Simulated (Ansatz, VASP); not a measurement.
# ZrS: VASP beside Ansatz

File INCAR:

```
SYSTEM = ZrS
PREC = Accurate
ENCUT = 520
EDIFF = 1E-6
ISMEAR = 0
SIGMA = 0.15
LREAL = .False.
LASPH = .True.
NELM = 100
ALGO = Normal
ISIF = 2
LWAVE = .False.
LCHARG = .False.
GGA = PS
NBANDS = 16
```

Contents of KPOINTS:

```
Automatic mesh
0
Gamma
  16 16 16
  0 0 0
```

File POSCAR:

```
ZrS
1.0
    0.0000000000      2.6250000000      2.7300000000
    2.6250000000      0.0000000000      2.7300000000
    2.6250000000      2.6250000000      0.0000000000
Zr S
1 1
Direct
    0.0000000000      0.0000000000      0.0000000000
    0.5000000000      0.5000000000      0.5000000000
```

Input for Ansatz:

```yaml
crystal:
  lattice:
    - [0.0, 2.625, 2.73]
    - [2.625, 0.0, 2.73]
    - [2.625, 2.625, 0.0]
  atoms:
    - { symbol: Zr, position: [0.0, 0.0, 0.0] }
    - { symbol: S, position: [0.5, 0.5, 0.5] }
basis:
  ecutwfc: 420
kpoints:
  mp_grid: { grid: [16, 16, 16] }
hamiltonian:
  xc: pbesol
scf:
  occupations: { method: gaussian, width: 0.15 }
output:
  forces: true
  stress: true
  eigenvalues: true
```

Change from the starting cell: strain +0.000 along x and y, +0.040 along z, atoms carried along.

Alike in both runs: task single point; functional PBEsol; k mesh 16 × 16 × 16; occupations gaussian, width 0.15 eV; no spin polarisation.

|  | VASP | Ansatz |
| --- | --- | --- |
| version | VASP 6.6.1 | Ansatz 0.2.0 |
| potentials or method | VASP PAW PBE potentials, release 64 (Zr_sv, S), cutoff 520 eV | scalar-relativistic, plane waves, PAW |
| valence electrons in the cell | 18 | 18 |

|  | VASP | Ansatz | Ansatz less VASP |
| --- | --- | --- | --- |
| gap on the k mesh at the Fermi level (eV) | none | none | - |
| pressure (GPa) | -10.0 | -10.2 | -0.17 |
| traceless stress, the component that is largest in VASP (GPa) | -4.41 | -4.36 | +0.046 |

VASP's potentials were made for PBE, not for PBEsol. A gap of «none» marks a metal or a gap that the smearing closes.
